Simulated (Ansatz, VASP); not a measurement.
# Ta2N: VASP beside Ansatz

```
CELL_PARAMETERS angstrom
-3.10114 0.00000 0.00000
-1.55057 -2.68567 0.00000
0.00000 0.00000 10.51378
ATOMIC_POSITIONS crystal
Ta 0.66667 0.66667 0.11372
Ta 0.66667 0.66667 0.57805
Ta 0.33333 0.33333 0.81495
Ta 0.33333 0.33333 0.35062
N 0.00000 0.00000 0.69650
N 0.00000 0.00000 0.23217
```

Alike in both runs: task single point; functional PBE; k mesh 17 × 17 × 5; occupations gaussian, width 0.15 eV; no spin polarisation.

```csv
,VASP,Ansatz
version,VASP 6.6.1,Ansatz 0.2.0
potentials or method,"VASP PAW PBE potentials, release 64 (Ta_pv, N), cutoff 520 eV","scalar-relativistic, plane waves, PAW"
valence electrons in the cell,54,62
```

|  | VASP | Ansatz | Ansatz less VASP |
| --- | --- | --- | --- |
| gap on the k mesh at the Fermi level (eV) | none | none | - |
| pressure (GPa) | -7.3 | -7.7 | -0.37 |
| traceless stress, the component that is largest in VASP (GPa) | -6.40 | -6.37 | +0.026 |
| rms of the force components (eV/Å) | 0.606 | 0.596 | -0.0099 |

Atom by atom the forces differ by 0.018 eV/Å (rms over components). A gap of «none» marks a metal or a gap that the smearing closes. VASP's potentials hold 54 valence electrons a cell and Ansatz's 62, so a difference there can come from the potentials and not from the codes.

Neither program's run includes spin-orbit coupling.
